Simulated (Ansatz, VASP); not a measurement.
Ta in VASP and in Ansatz

INCAR

```
SYSTEM = Ta
PREC = Accurate
ENCUT = 520
EDIFF = 1E-6
ISMEAR = -1
SIGMA = 0.05
LREAL = .FALSE.
LASPH = .TRUE.
NELM = 150
ALGO = Normal
ISIF = 2
LWAVE = .FALSE.
LCHARG = .TRUE.
ISPIN = 2
MAGMOM = 0.6 0.6
LORBIT = 11
LMAXMIX = 4
LELF = .TRUE.
LVHAR = .TRUE.
NBANDS = 22
```

KPOINTS

```
regular mesh
0
G
  11 11 6
  0 0 0
```

File POSCAR:

```
Ta
1.0
    2.9003720726      0.0000000000      0.0000000000
   -1.4501860363      2.5117958953      0.0000000000
    0.0000000000      0.0000000000      5.1662740000
Ta
2
Direct
    0.6666666667      0.3333333333      0.7500000000
    0.3333333333      0.6666666667      0.2500000000
```

Input for Ansatz:

```yaml
crystal:
  lattice:
    - [2.9003720726, 0.0, 0.0]
    - [-1.4501860363, 2.5117958953, 0.0]
    - [0.0, 0.0, 5.166274]
  atoms:
    - { symbol: Ta, position: [0.6666666667, 0.3333333333, 0.75], spin: 0.6 }
    - { symbol: Ta, position: [0.3333333333, 0.6666666667, 0.25], spin: 0.6 }
magnetization:
  spin_polarized: true
kpoints:
  mp_grid: { grid: [11, 11, 6] }
scf:
  occupations: { method: fermi_dirac, width: 0.05 }
  lower_state_search: "off"
hamiltonian:
  xc: lda
  pseudopotentials: { kind: paw }
output:
  forces: true
  stress: true
  eigenvalues: true
  populations: true
  dos: { projected: true, de: 0.1, e_range: [-8, 5] }
  write_density: true
  write_potential: true
  elf: true
  volumetric_format: npy
```

Alike in both runs: task single point; functional LDA; k mesh 11 × 11 × 6; occupations fermi-dirac, width 0.05 eV; collinear spin.

|  | VASP | Ansatz |
| --- | --- | --- |
| version | VASP 6.6.1 | Ansatz 0.2.0 |
| potentials or method | VASP PAW LDA potentials, release 64 (Ta_pv) | PAW with Ansatz's default frozen-core files, scalar-relativistic |
| plane-wave cutoff (eV) | 520 | 420 |
| valence electrons in the cell | 22 | 26 |

VASP gave:

- pressure (GPa): -11.2
- traceless stress, the component that is largest in VASP (GPa): 1.21
- net moment per atom (μB): 0.00

Question: Which values does Ansatz return?

Answer: Pressure (GPa): -11.8; traceless stress, the component that is largest in VASP (GPa): 1.21; net moment per atom (μB): 0.00.

LDA's correlation is that of Perdew and Zunger in VASP and of Perdew and Wang (1992) in Ansatz. VASP's potentials hold 22 valence electrons a cell and Ansatz's 26, so a difference there can come from the potentials and not from the codes. Ansatz's warnings: seeded moment not kept.

Spin-orbit coupling is off throughout.
